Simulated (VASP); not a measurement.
# TiAl3 in VASP: single point with r2SCAN

Aim: the single point of TiAl3 with r2SCAN.

Everything below comes from runs of VASP 6.6.1. Logs are shortened: lines on timing, memory, paths and dates and some standing lists are left out, and cuts for length are marked.

**1. The cell of the first run**

The cell holds an amorphous packing of atoms, 16 atoms: a = 5.144 Å, b = 7.096 Å, c = 7.093 Å, α = 90.19°, β = 88.50°, γ = 91.53°.

**2. Single point, r2SCAN**

POSCAR reads:

```
TiAl3
1.0
    5.1429495733     -0.1132355781      0.0459841764
   -0.0336811624      7.0956666309     -0.0147496719
    0.1216807293     -0.0083242681      7.0916448596
Ti Al
4 12
Direct
    0.5855302651      0.5786093861      0.3664289786
    0.0751293843      0.3048099768      0.3883724123
    0.6593549974      0.0842595364      0.8611527471
    0.0746179891      0.5562576741      0.6403020083
    0.5861165912      0.1971952955      0.2449170331
    0.1076956580      0.0674073668      1.1225780349
    1.1053134989      0.8222937484      0.8775493193
    0.0905383376      0.6846933563      0.2603738841
    0.5854954359      0.7003237125      0.7480395177
    0.3516995118      0.4399910750      0.0119445596
    0.1492451860      0.1880038100      0.7566871442
    0.8475301251     -0.0653041210      0.4942264627
    0.5679402011      0.3321041118      0.6133309735
    0.5744585584      0.8293673040      0.1158015226
    0.8477728666      0.4510574558      0.0105217208
    0.3514249610      0.9323455745      0.5050785055
```

INCAR.step1 reads:

```
PREC = Accurate
ENCUT = 520
ISMEAR = 0
SIGMA = 0.1
LREAL = Auto
LASPH = T
NELM = 100
ISYM = 0
NBANDS = 56
GGA = PE
ALGO = Normal
EDIFF = 1E-4
LWAVE = T
LCHARG = F
```

INCAR.step2 reads:

```
PREC = Accurate
ENCUT = 520
EDIFF = 1E-6
ISMEAR = 0
SIGMA = 0.1
LREAL = Auto
LASPH = T
NELM = 100
ALGO = Normal
ISIF = 2
LWAVE = F
LCHARG = F
METAGGA = R2SCAN
LMIXTAU = T
ISYM = 0
NBANDS = 56
ISTART = 1
```

KPOINTS reads:

```
Automatic mesh
0
Gamma
  2 2 2
  0.5 0.5 0.5
```

Potentials or basis: VASP PAW PBE potentials, release 64 (Ti_sv, Al).

Started as:

```
> cat potpaw_PBE.64/Ti_sv/POTCAR potpaw_PBE.64/Al/POTCAR > POTCAR
> cp INCAR.step1 INCAR
> mpirun -np 1 vasp_std > vasp.out
> cp INCAR.step2 INCAR
> mpirun -np 1 vasp_std > vasp.out
```

OUTCAR:

```text
PREC = Accurate
   ENCUT = 520
   EDIFF = 1E-6
   ISMEAR = 0
   LREAL = Auto
   LASPH = T
   NELM = 100
   ISIF = 2
   METAGGA = R2SCAN
   ISYM = 0
   ISTART = 1

 ion  position               nearest neighbor table
   1  0.586  0.579  0.366-  13 2.48  14 2.52   8 2.77   8 2.80   5 2.84   9 2.84  16 2.97  10 2.97
                            15 2.98  12 2.98
   2  0.075  0.305  0.388-   4 2.52   6 2.53  11 2.78   5 2.82   8 2.85   5 2.91  12 2.94  13 3.03
                            13 3.03  10 3.13  15 3.14
   3  0.659  0.084  0.861-  13 2.55  14 2.58  11 2.69   5 2.85   9 2.86  11 2.86  15 2.96  12 2.96
                             7 3.00   6 3.00
   4  0.075  0.556  0.640-   2 2.52   7 2.53  11 2.78   9 2.83   8 2.85   9 2.91  15 2.94  13 3.03
                            13 3.03  16 3.13
   5  0.586  0.197  0.245-  10 2.72  15 2.76  14 2.76   6 2.76  13 2.78   2 2.82   1 2.84   3 2.85
                            16 2.86   2 2.91  12 2.95   6 2.97
   6  0.108  0.067  0.123-   7 2.45   2 2.53  11 2.74   5 2.76   8 2.89   5 2.97  14 2.97  10 2.99
                             3 3.00  12 3.06  15 3.18  16 3.18  14 3.18
   7  0.105  0.822  0.878-   6 2.45   4 2.53  11 2.74   9 2.77   8 2.89   9 2.96  14 2.98   3 3.00
                            16 3.00  15 3.06  12 3.17  14 3.18  10 3.18
   8  0.091  0.685  0.260-  15 2.73  12 2.73   1 2.77   1 2.80  16 2.81  10 2.81  14 2.84   2 2.85
                             4 2.85   7 2.89   6 2.89  14 3.07
   9  0.585  0.700  0.748-  16 2.71  12 2.76  14 2.76   7 2.77  13 2.78   4 2.83   1 2.84  10 2.85
                             3 2.86   4 2.91  15 2.95   7 2.96
  10  0.352  0.440  0.012-  15 2.55  15 2.60   5 2.72  11 2.75   8 2.81   9 2.85   1 2.97   6 2.99
                            14 3.06  13 3.11   2 3.13   7 3.18
  11  0.149  0.188  0.757-  13 2.55   3 2.69   6 2.74   7 2.74  10 2.75  16 2.75   2 2.78   4 2.78
                             3 2.86  12 3.01  15 3.02
  12  0.848  0.935  0.494-  16 2.55  16 2.60   8 2.73   9 2.76   2 2.94   5 2.95   3 2.96   1 2.98
                            11 3.01   6 3.06  14 3.14   7 3.17  13 3.30
  13  0.568  0.332  0.613-   1 2.48  11 2.55   3 2.55   9 2.78   5 2.78   4 3.03   2 3.03   4 3.03
                             2 3.03  10 3.11  16 3.12  15 3.29  12 3.30
  14  0.574  0.829  0.116-   1 2.52   3 2.58   9 2.76   5 2.76   8 2.84   6 2.97   7 2.98  16 3.06
                            10 3.06   8 3.07  12 3.14  15 3.14   7 3.18   6 3.18
  15  0.848  0.451  0.011-  10 2.55  10 2.60   8 2.73   5 2.76   4 2.94   9 2.95   3 2.96   1 2.98
                            11 3.02   7 3.06   2 3.14  14 3.14   6 3.18  13 3.29
  16  0.351  0.932  0.505-  12 2.55  12 2.60   9 2.71  11 2.75   8 2.81   5 2.86   1 2.97   7 3.00
                            14 3.06  13 3.12   4 3.13   6 3.18

IMPORTANT INFORMATION: All symmetrisations will be switched off!
NOSYMM: (Re-)initialisation of all symmetry stuff for point group C_1.

----------------------------------------------------------------------------------------

                                     Primitive cell

  volume of cell :     258.7258

  direct lattice vectors                    reciprocal lattice vectors
     5.142949573 -0.113235578  0.045984176     0.194490952  0.000916260 -0.003336063
    -0.033681162  7.095666631 -0.014749672     0.003102295  0.140946044  0.000112214
     0.121680729 -0.008324268  7.091644860    -0.001254680  0.000287208  0.141032875

  length of vectors
     5.144401535  7.095761898  7.092693586     0.194521719  0.140980226  0.141038748

  position of ions in fractional coordinates (direct lattice)
     0.585530265  0.578609386  0.366428979
     0.075129384  0.304809977  0.388372412
     0.659354997  0.084259536  0.861152747
     0.074617989  0.556257674  0.640302008
     0.586116591  0.197195296  0.244917033
     0.107695658  0.067407367  0.122578035
[... 8 lines left out ...]
     0.847772867  0.451057456  0.010521721
     0.351424961  0.932345574  0.505078506

  ion indices of the primitive-cell ions
   primitive index   ion index
                 1           1
                 2           2
                 3           3
                 4           4
                 5           5
                 6           6
[... 8 lines left out ...]
                15          15
                16          16

----------------------------------------------------------------------------------------

 KPOINTS: Automatic mesh

Automatic generation of k-mesh.
 Grid dimensions read from file:
 generate k-points for:    2    2    2

 Generating k-lattice:

  Cartesian coordinates                     Fractional coordinates (reciprocal lattice)
     0.097245476  0.000458130 -0.001668031     0.500000000  0.000000000 -0.000000000
     0.001551147  0.070473022  0.000056107     0.000000000  0.500000000 -0.000000000
    -0.000627340  0.000143604  0.070516437     0.000000000  0.000000000  0.500000000

  Length of vectors
     0.097260860  0.070490113  0.070519374

  Shift w.r.t. Gamma in fractional coordinates (k-lattice)
     0.500000000  0.500000000  0.500000000

 Subroutine IBZKPT returns following result:
 ===========================================

 Found      4 irreducible k-points:

 Following reciprocal coordinates:
            Coordinates               Weight
  0.250000  0.250000  0.250000      2.000000
 -0.250000  0.250000  0.250000      2.000000
  0.250000 -0.250000  0.250000      2.000000
 -0.250000 -0.250000  0.250000      2.000000
   k-points           NKPTS =      4   k-points in BZ     NKDIM =      4   number of bands    NBANDS=     56
   number of dos      NEDOS =    301   number of ions     NIONS =     16
   total plane-waves  NPLWV = 116640
   dimension x,y,z NGX =    40 NGY =   54 NGZ =   54
   dimension x,y,z NGXF=    80 NGYF=  108 NGZF=  108
   ions per type =               4  12
   NGX,Y,Z   is equivalent  to a cutoff of  12.93, 12.65, 12.66 a.u.
   NGXF,Y,Z  is equivalent  to a cutoff of  25.85, 25.30, 25.31 a.u.
 SYSTEM =  unknown system
   PREC   = accura    normal or accurate (medium, high low for compatibility)
   ISTART =      1    job   : 0-new  1-cont  2-samecut
   ICHARG =      0    charge: 1-file 2-atom 10-const
   ISPIN  =      1    spin polarized calculation?
   LNONCOLLINEAR =      F non collinear calculations
   LSORBIT =      F    spin-orbit coupling
   LASPH  =      T    aspherical Exc in radial PAW
   ENCUT  =  520.0 eV  38.22 Ry    6.18 a.u.   9.57 13.19 13.19*2*pi/ulx,y,z
   NELM   =    100;   NELMIN=  2; NELMDL=  0     # of ELM steps
   EDIFF  = 0.1E-05   stopping-criterion for ELM
   LREAL  =      T    real-space projection
   EDIFFG = 0.1E-04   stopping-criterion for IOM
   NSW    =      0    number of steps for IOM
   IBRION =     -1    ionic relax: 0-MD 1-quasi-New 2-CG
   NFREE  =      0    steps in history (QN), initial steepest desc. (CG)
   ISIF   =      2    stress and relaxation
   ISYM   =      0    0-nonsym 1-usesym 2-fastsym
   POTIM  = 0.5000    time-step for ionic-motion
   TEBEG  =    0.0;   TEEND  =   0.0 temperature during run
   PSTRESS=    0.0 pullay stress
   NELECT =      84.0000    total number of electrons
   NUPDOWN=      -1.0000    fix difference up-down
   EMIN   =  10.00;   EMAX   =-10.00  energy-range for DOS
   EFERMI =   0.00;   METHOD = LEGACY
   ISMEAR =     0;   SIGMA  =   0.10  broadening in eV -4-tet -1-fermi 0-gaus
   EFERMI_NEDOS =   21; number of points for ismear=-14 and -15
   IALGO  =     38    algorithm
   IMIX   =      4    mixing-type and parameters
     AMIX     =   0.40;   BMIX     =  1.00
     AMIX_MAG =   1.60;   BMIX_MAG =  1.00
  volume/ion in A,a.u.               =      16.17       109.12
  Fermi-wavevector in a.u.,A,eV,Ry     =   1.125178  2.126279 17.225333  1.266026
  Thomas-Fermi vector in A             =   2.261854
   LORBIT       =      0    0 simple, 1 ext, 2 COOP (PROOUT), +10 PAW based schemes
   METAGGA = R2SCAN    functional components
   LHFCALC =     F    Hartree Fock is set to
   AEXX    =    0.0000 exact exchange contribution
   IVDW    =     0    specifies the selected vdW correction
   LEPSILON=     F    determine dielectric tensor
   LRPA    =     F    only Hartree local field effects (RPA)
 non-spin polarized calculation
 Gauss-broadening in eV      SIGMA  =   0.10
  energy-cutoff  :      520.00
  volume of cell :      258.73
 maximum number of plane-waves:      6982
 NGX is ok and might be reduce to    40
   NGX = 19   NGY = 27   NGZ = 27

 number of electron      84.0000001 magnetization

 Free energy of the ion-electron system (eV)
  ---------------------------------------------------
  ext. energy  EPLUGINS =         0.00000000
  ---------------------------------------------------
  free energy    TOTEN  =      -135.86423352 eV

  energy without entropy =     -135.85873871  energy(sigma->0) =     -135.86148612

 E-fermi :   8.1325     XC(G=0): -11.4067

 val. band max:        7.9797921842   @ k =   0.2500   0.2500   0.2500
 cond. band min:       8.2853635551   @ k =   0.2500   0.2500   0.2500
 fundamental gap:      0.3055713709
 Fermi energy:         8.1324869984

 k-point     1 :       0.2500    0.2500    0.2500
  band No.  band energies     occupation
      1     -50.8971      2.00000
      2     -50.8447      2.00000
      3     -50.7969      2.00000
      4     -50.7152      2.00000
      5     -26.3626      2.00000
      6     -26.2049      2.00000
[... 46 lines left out ...]
     53      10.3215      0.00000
     54      10.4059      0.00000

 k-point     2 :      -0.2500    0.2500    0.2500
  band No.  band energies     occupation
      1     -50.8971      2.00000
      2     -50.8447      2.00000
      3     -50.7969      2.00000
      4     -50.7152      2.00000
      5     -26.3626      2.00000
      6     -26.2049      2.00000
[... 46 lines left out ...]
     53      10.3190      0.00000
     54      10.4065      0.00000

 k-point     3 :       0.2500   -0.2500    0.2500
  band No.  band energies     occupation
      1     -50.8971      2.00000
      2     -50.8447      2.00000
      3     -50.7969      2.00000
      4     -50.7152      2.00000
      5     -26.3626      2.00000
      6     -26.2049      2.00000
[... 46 lines left out ...]
     53      10.4970      0.00000
     54      10.5551      0.00000

 k-point     4 :      -0.2500   -0.2500    0.2500
  band No.  band energies     occupation
      1     -50.8971      2.00000
      2     -50.8447      2.00000
      3     -50.7969      2.00000
      4     -50.7152      2.00000
      5     -26.3626      2.00000
      6     -26.2049      2.00000
[... 46 lines left out ...]
     53      10.4702      0.00000
     54      10.5135      0.00000
 [bands above 54 left out]

------------------------ aborting loop because EDIFF is reached ----------------------------------------

  FORCE on cell =-STRESS in cart. coord.  units (eV):
  Direction    XX          YY          ZZ          XY          YZ          ZX
  --------------------------------------------------------------------------------------
  -------------------------------------------------------------------------------------
  Total       -0.1511840     -0.1739185     -0.1473187      0.0284791      0.1143211      0.0130959
  in kB       -0.9362173     -1.0770023     -0.9122813      0.1763589      0.7079410      0.0810971
  external PRESSURE =      -0.9751670 kB  Pullay stress =       0.0000000 kB

 VOLUME and BASIS-vectors are now :
 -----------------------------------------------------------------------------
  energy-cutoff  :      520.00
  volume of cell :      258.73
      direct lattice vectors                 reciprocal lattice vectors
     5.142949573 -0.113235578  0.045984176     0.194490952  0.000916260 -0.003336063
    -0.033681162  7.095666631 -0.014749672     0.003102295  0.140946044  0.000112214
     0.121680729 -0.008324268  7.091644860    -0.001254680  0.000287208  0.141032875

 POSITION                                       TOTAL-FORCE (eV/Angst)
 -----------------------------------------------------------------------------------
      3.03645      4.03627      2.61698        -0.015316      0.018306     -0.018898
      0.42338      2.15109      2.75316        -0.011073     -0.028425     -0.016079
      3.49298      0.51605      6.13607         0.004324      0.003089     -0.000026
      0.44293      3.93324      4.53602         0.003895      0.026306      0.029764
      3.03753      1.33082      1.76091        -0.023421     -0.015201     -0.008891
      0.56652      0.46508      0.87324         0.029550     -0.018298     -0.024488
[... 8 lines left out ...]
      4.34614      3.10447      0.10695         0.007486     -0.003348      0.003639
      1.83742      6.57162      3.58425        -0.009058      0.016986      0.003765
 -----------------------------------------------------------------------------------
    total drift:                               -0.005216      0.022228     -0.012205

  FREE ENERGIE OF THE ION-ELECTRON SYSTEM (eV)
  ---------------------------------------------------
  free  energy   TOTEN  =      -135.8642335247 eV

  energy  without entropy=     -135.8587387142  energy(sigma->0) =     -135.86148612
```

Run time: 3 min. Hardware: 1 thread of Intel Xeon 6975P-C (Granite Rapids), shared host; peak memory 0.34 GiB.

What came out:

```yaml
Free_energy: -135.8642 eV
Pressure: -0.1 GPa
Largest_force: 0.043 eV/Å
Band_gap_on_the_k_mesh: 0.31 eV, direct
```

Forces in eV/Å, atoms in the order of the input:
```
Ti  -0.015  0.018 -0.019
Ti  -0.011 -0.028 -0.016
Ti   0.004  0.003  0.000
Ti   0.004  0.026  0.030
Al  -0.023 -0.015 -0.009
Al   0.030 -0.018 -0.024
Al   0.032  0.020  0.015
Al   0.006  0.012 -0.015
Al  -0.014  0.009  0.012
Al  -0.012 -0.009  0.000
Al   0.016 -0.025  0.025
Al   0.008 -0.014  0.000
Al  -0.005 -0.007  0.008
Al  -0.017  0.014 -0.014
Al   0.007 -0.003  0.004
Al  -0.009  0.017  0.004
```

Caveat: the k points lie up to 0.61 Å⁻¹ apart; the PAW data sets were made with another functional, which shifts forces and pressure a little.
